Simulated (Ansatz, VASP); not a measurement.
# One calculation of Sb, two programs

```xyz
2
Lattice="3.5108 0.0000 0.0000 -1.7554 3.0405 0.0000 0.0000 0.0000 6.3081" Properties=species:S:1:pos:R:3 pbc="T T T"
Sb    0.0000    0.0000    1.2482
Sb    0.0000    0.0000    5.0599
```

Alike in both runs: task relaxation of cell and atoms; functional PBE; k mesh 6 × 6 × 4; occupations gaussian, width 0.1 eV; no spin polarisation.

|  | VASP | Ansatz |
| --- | --- | --- |
| version | VASP 6.6.1 | Ansatz 0.2.0 |
| potentials or method | VASP PAW PBE potentials, release 64 (Sb), cutoff 600 eV | scalar-relativistic, plane waves, PAW |
| valence electrons in the cell | 10 | 30 |

```tsv
	VASP	Ansatz	Ansatz less VASP
gap on the k mesh at the Fermi level, each at its own relaxed structure (eV)	none	none	-
relaxed volume (Å³/atom)	30.81	30.77	-0.034
relaxed length of the cell vector where the two differ most in proportion (Å)	6.524	6.497	-0.0263
```

A gap of «none» marks a metal or a gap that the smearing closes. VASP's potentials hold 10 valence electrons a cell and Ansatz's 30, so a difference there can come from the potentials and not from the codes.

Neither program's run includes spin-orbit coupling.
